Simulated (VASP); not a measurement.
**Tc: single point with PBE**

Tc:

```
Tc
1.0
     2.69738    0.00000    0.00000
    -1.34869    2.33600    0.00000
     0.00000    0.00000    4.32503
Tc
2
Direct
  0.33333 0.66667 0.25000
  0.66667 0.33333 0.75000
```

```yaml
Program: VASP 6.6.1
Task: single point
Functional: PBE
Potentials_or_basis: VASP PAW PBE potentials, release 64 (Tc_pv)
Cutoff: 520 eV
k_mesh: 9 × 9 × 5
Occupations: fermi-dirac, width 0.05 eV
Spin: no spin polarisation
```

```yaml
Pressure: 19.3 GPa
Band_gap_on_the_k_mesh: zero (band 13 reaches 14.55 eV, above the bottom of band 14 at 12.14 eV)
```

Levels at points of the mesh, in eV from the Fermi level:
```csv
k point,band 11,band 12,band 13,band 14,band 15,band 16
"(0.00, 0.00, 0.00)",-1.71,-1.00,-1.00,-0.26,-0.26,1.72
```

It took 14 s on 1 thread of Intel(R) Xeon(R) Platinum 8259CL CPU @ 2.50GHz (Skylake/Cascade Lake), with other jobs on the host, peak memory 0.14 GiB.
